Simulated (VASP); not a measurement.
Input of a VASP 6.6.1 run:

The input INCAR:

```
SYSTEM = Mg
PREC = Accurate
ENCUT = 600
EDIFF = 1E-6
ISMEAR = -5
SIGMA = 0.1
LREAL = .False.
LASPH = .True.
NELM = 120
ALGO = Normal
ISIF = 2
LWAVE = .False.
LCHARG = .False.
GGA = CA
NBANDS = 7
GGA_COMPAT = .False.
```

Contents of KPOINTS:

```
regular mesh
0
Gamma
  10 10 10
  0 0 0
```

Contents of POSCAR:

```
Mg
1.0
   -1.8359916300      1.8359916300      1.6794040200
    1.8359916300     -1.8359916300      1.6794040200
    1.8359916300      1.8359916300     -1.6794040200
Mg
1
Direct
    0.0000000000      0.0000000000      0.0000000000
```

Potentials or basis: VASP PAW LDA potentials, release 64 (Mg).

Command:

```sh
$ cat potpaw_LDA.64/Mg/POTCAR > POTCAR
$ mpirun -np 1 vasp_std > vasp.out
```

Problem. What does it give for the band gap on the k mesh?

Solution. Zero (band 1 reaches 5.74 eV, above the bottom of band 2 at 1.19 eV).

Problem. Estimate the pressure.

Solution. -2.3 GPa.

Stress tensor (GPa, compression positive):
```
-2.24  0.00  0.00
 0.00 -2.24  0.00
 0.00  0.00 -2.37
```

Caveat: tetrahedron occupations give inexact forces and stress in metals.
